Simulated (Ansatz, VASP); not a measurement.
# Sn5H in VASP and in Ansatz

```
Sn H
1.0
     1.73925    1.00416   13.67544
    -1.73925    1.00416   13.67544
     0.00000   -2.00832   13.67544
Sn H
5 1
Cartesian
  0.0000 0.0000 0.0000
  0.0000 0.0000 24.7179
  0.0000 0.0000 8.2445
  0.0000 0.0000 32.7818
  0.0000 0.0000 16.3085
  0.0000 0.0000 20.5132
```

Alike in both runs: functional PBE; k mesh 5 × 5 × 5; occupations gaussian, width 0.2 eV; no spin polarisation.

Ansatz relaxed the structure, and its values are those at the end. VASP's run is a single point on that final structure, the one shown.

|  | VASP | Ansatz |
| --- | --- | --- |
| version | VASP 6.6.1 | Ansatz 0.2.0 |
| potentials or method | VASP PAW PBE potentials, release 64 (Sn_d, H), cutoff 520 eV | scalar-relativistic, plane waves, PAW |
| valence electrons in the cell | 71 | 71 |

```csv
,VASP,Ansatz,Ansatz less VASP
gap on the k mesh at the Fermi level (eV),none,none,-
pressure (GPa),-0.1,-0.1,+0.07
rms of the force components (eV/Å),0.005,0.005,-0.0003
```

A gap of «none» marks a metal or a gap that the smearing closes.

The k mesh is coarse, so the values compare programs but aren't converged.
